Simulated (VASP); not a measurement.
Input of a VASP 6.6.1 run:

Contents of INCAR:

```
ALGO = Fast ; EDIFF = 1E-6
ENCUT = 520 ; GGA = PE
ISIF = 2 ; ISMEAR = 0
LASPH = T ; LCHARG = F
LREAL = F ; LWAVE = F
NBANDS = 14 ; NELM = 100
PREC = Accurate ; SIGMA = 0.15
```

File KPOINTS:

```
k-points
0
Gamma
  20 20 20
```

POSCAR

```
AlNi
1.0
    2.0428098070     -1.8895990714      0.0000000000
    2.0428098070      1.8895990714      0.0000000000
    0.0000000000      0.0000000000      2.9011416498
Al Ni
1 1
Direct
    0.0000000000      0.0000000000      0.0000000000
    0.5000000000      0.5000000000      0.5000000000
```

Potentials or basis: VASP PAW PBE potentials, release 64 (Al, Ni).

The run is started by

```console
$ cat potpaw_PBE.64/Al/POTCAR potpaw_PBE.64/Ni/POTCAR > POTCAR
$ mpirun -np 1 vasp_std > vasp.out
```

(1) What does it give for the pressure?

(2) What does it give for the band gap on the k mesh?

## Answers

(1) 15.6 GPa.

(2) zero (an odd number of electrons rules out a gap without spin polarisation).

Caveat: the cell differs from its parent crystal (strain -0.0750 x Voigt [0, 1, 0, 0, 0, 0]); the stress differs along the axes, from 5 to 27 GPa.
